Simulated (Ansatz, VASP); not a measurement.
# One calculation of NaI, two programs

```
Na I
1.0
     0.04896    3.28872    3.28872
     3.28872    0.04896    3.28872
     3.28872    3.28872    0.04896
Na I
1 1
Direct
  0.00000 0.00000 0.00000
  0.50000 0.50000 0.50000
```

Change from the starting cell: equal xy, yz and zx shear strains of +1.5 %, crystal datasets.

Alike in both runs: task electric field gradients; functional PBE; k mesh 11 × 11 × 11; occupations fermi-dirac, width 0.08 eV; no spin polarisation.

```csv
,VASP,Ansatz
version,VASP 6.6.1,Ansatz 0.2.0
potentials or method,"VASP PAW PBE potentials, release 64 (Na_pv, I), cutoff 520 eV","all-electron PAW with datasets made for the crystal, scalar-relativistic"
```

|  | VASP | Ansatz | Ansatz less VASP |
| --- | --- | --- | --- |
| gap on the k mesh at the Fermi level (eV) | 3.54 | 3.54 | +0.004 |
| pressure (GPa) | 0.0 | 0.0 | 0.00 |
| traceless stress, the component that is largest in VASP (GPa) | -0.11 | -0.11 | 0.000 |
| size of Vzz on the site where it differs most (V/Å²) | 13.5 | 13.9 | +0.41 |

Ansatz ran all-electron here, and VASP with PAW potentials.

Spin-orbit coupling is off throughout.
